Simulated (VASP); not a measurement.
Crystal: Y2ScAs3.

```
CELL_PARAMETERS angstrom
3.25414 1.87878 4.02688
-3.25414 1.87878 4.02688
0.00000 -3.75756 4.02688
ATOMIC_POSITIONS crystal
Y 0.76252 0.76252 0.76252
Y 0.23748 0.23748 0.23748
Sc 0.00000 0.00000 0.00000
As 0.50000 0.50000 0.00000
As 0.00000 0.50000 0.50000
As 0.50000 0.00000 0.50000
```

The cell was built from a structure type or drawn by symmetry, and may not be a known phase.

| Item | Value |
| --- | --- |
| Program | VASP 6.6.1 |
| Task | relaxation of cell and atoms |
| Functional | PBE |
| Potentials or basis | VASP PAW PBE potentials, release 64 (Y_sv, Sc_sv, As) |
| Cutoff | 600 eV |
| k mesh | 3 × 3 × 3 |
| Occupations | gaussian, width 0.1 eV |
| Spin | no spin polarisation |

At the start: pressure 39.1 GPa; volume 24.62 Å³/atom.

Q: How do energy, volume and symmetry change on relaxing?

A: Over 13 steps the energy falls by 1909.0 meV/atom and the volume is 29.37 Å³/atom (+19.3 %); space group R-3m (No. 166, to 0.1 Å) before and after.

Step by step:
```tsv
step	energy change (eV)	largest force (eV/Å)	pressure (GPa)	volume (Å³)
1	0.0000	13.5621	39.08	147.72
2	-2.4374	3.4779	-6.96	316.80
3	-8.5240	1.3910	-2.24	211.03
4	-8.6220	0.9135	-1.19	205.70
5	-8.6600	0.3141	0.14	199.92
6	-9.7737	0.2590	-2.41	204.50
7	-10.5320	0.9544	-5.22	208.14
8	-11.3911	0.5153	0.54	176.68
9	-11.3937	0.5958	0.99	175.17
10	-11.4479	0.0669	0.74	173.75
11	-11.4484	0.1071	0.74	173.87
12	-11.4523	0.0920	-0.36	177.58
13	-11.4540	0.0225	0.02	176.25
```

Final structure:
```xyz
6
Lattice="2.9214 1.6867 5.9614 -2.9214 1.6867 5.9614 0.0000 -3.3733 5.9614" Properties=species:S:1:pos:R:3 pbc="T T T"
Y     0.0000    0.0000   14.1174
Y     0.0000    0.0000    3.7668
Sc    0.0000    0.0000    0.0000
As    0.0000    1.6867    5.9614
As   -1.4607   -0.8433    5.9614
As    1.4607   -0.8433    5.9614
```

Caveat: the k points lie up to 0.43 Å⁻¹ apart in the final cell; the volume moved by over 15 % at a fixed basis, so the end points are rough.
